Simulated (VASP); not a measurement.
Wanted: the native input for a VASP 6.6.1 run.

```
Task                   : electric field gradients
Functional             : LDA
Potentials or basis    : VASP PAW LDA potentials, release 64 (Al, Au)
Cutoff                 : 520 eV
k mesh                 : 11 × 11 × 11
Occupations            : fermi-dirac, width 0.05 eV
Spin                   : no spin polarisation
Dipole correction      : no
Further INCAR settings : ALGO = Normal; EDIFF = 1e-08; NBANDS = 16
```

The structure of Al2Au lies in POSCAR:

```
Al2Au
1.0
    0.0000000000      3.0000000000      3.0000000000
    3.0000000000      0.0000000000      3.0000000000
    3.0000000000      3.0000000000      0.0000000000
Al Au
2 1
Direct
    0.2500000000      0.2500000000      0.2500000000
    0.7500000000      0.7500000000      0.7500000000
    0.0000000000      0.0000000000      0.0000000000
```

One way to write it, as run:

INCAR

```
ALGO = Normal
EDIFF = 1E-8
ENCUT = 520
ISIF = 2
ISMEAR = -1
LASPH = T
LCHARG = F
LEFG = T
LREAL = F
LWAVE = F
NBANDS = 16
NELM = 60
PREC = Accurate
SIGMA = 0.05
```

KPOINTS

```
k-points
0
Gamma
  11 11 11
```

Potentials or basis: VASP PAW LDA potentials, release 64 (Al, Au).

Launch:

```sh
$ cat potpaw_LDA.64/Al/POTCAR potpaw_LDA.64/Au/POTCAR > POTCAR
$ mpirun -np 1 vasp_std > vasp.out
```

It gave:

```json
{
  "Pressure": "-2.3 GPa"
}
```

Caveat: without QUAD_EFG the Cq values of the log hold for a quadrupole moment of 1 mb, not for the nuclei.

It took 16 s on 1 thread of Intel(R) Xeon(R) 6975P-C (Granite Rapids), with other jobs on the host, peak memory 0.18 GiB.
